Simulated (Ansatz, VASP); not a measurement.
# One calculation of SrO, two programs

The input INCAR:

```
  PREC = Accurate
  ENCUT = 600
  EDIFF = 1E-6
  ISMEAR = 0
  SIGMA = 0.02
  LREAL = F
  LASPH = T
  NELM = 120
  ALGO = Normal
  ISIF = 2
  LWAVE = F
  LCHARG = F
  GGA = PS
  NBANDS = 15
  GGA_COMPAT = F
```

File KPOINTS:

```
Automatic mesh
0
Gamma
  8 8 8
```

The input POSCAR:

```
SrO
1.0
    0.0000000000      2.5613370527      2.5613370527
    2.5613370527      0.0000000000      2.5613370527
    2.5613370527      2.5613370527      0.0000000000
Sr O
1 1
Direct
    0.0000000000      0.0000000000      0.0000000000
    0.5000000000      0.5000000000      0.5000000000
```

Input for Ansatz:

```yaml
crystal:
  lattice:
    - [0.0, 2.5613370527, 2.5613370527]
    - [2.5613370527, 0.0, 2.5613370527]
    - [2.5613370527, 2.5613370527, 0.0]
  atoms:
    - { symbol: Sr, position: [0.0, 0.0, 0.0] }
    - { symbol: O, position: [0.5, 0.5, 0.5] }
basis: {}
kpoints:
  mp_grid: { grid: [8, 8, 8] }
hamiltonian:
  xc: pbesol
  pseudopotentials: { kind: all_electron, lapw: {} }
scf:
  occupations: { method: gaussian, width: 0.02 }
output:
  forces: true
  stress: true
  eigenvalues: true
```

Alike in both runs: task single point; functional PBEsol; k mesh 8 × 8 × 8; occupations gaussian, width 0.02 eV; no spin polarisation.

|  | VASP | Ansatz |
| --- | --- | --- |
| version | VASP 6.6.1 | Ansatz 0.2.0 |
| potentials or method | VASP PAW PBE potentials, release 64 (Sr_sv, O), cutoff 600 eV | scalar-relativistic, all-electron LAPW |

VASP gave:

| Property | Result |
| --- | --- |
| gap on the k mesh at the Fermi level (eV) | 3.15 |
| least direct gap on the mesh (eV) | 3.23 |
| pressure (GPa) | 0.5 |

Task: What did Ansatz give for the same quantities?

Result: gap on the k mesh at the Fermi level (eV): 3.19; least direct gap on the mesh (eV): 3.26; pressure (GPa): 0.0.

VASP's potentials were made for PBE, not for PBEsol. Ansatz ran all-electron here, and VASP with PAW potentials.
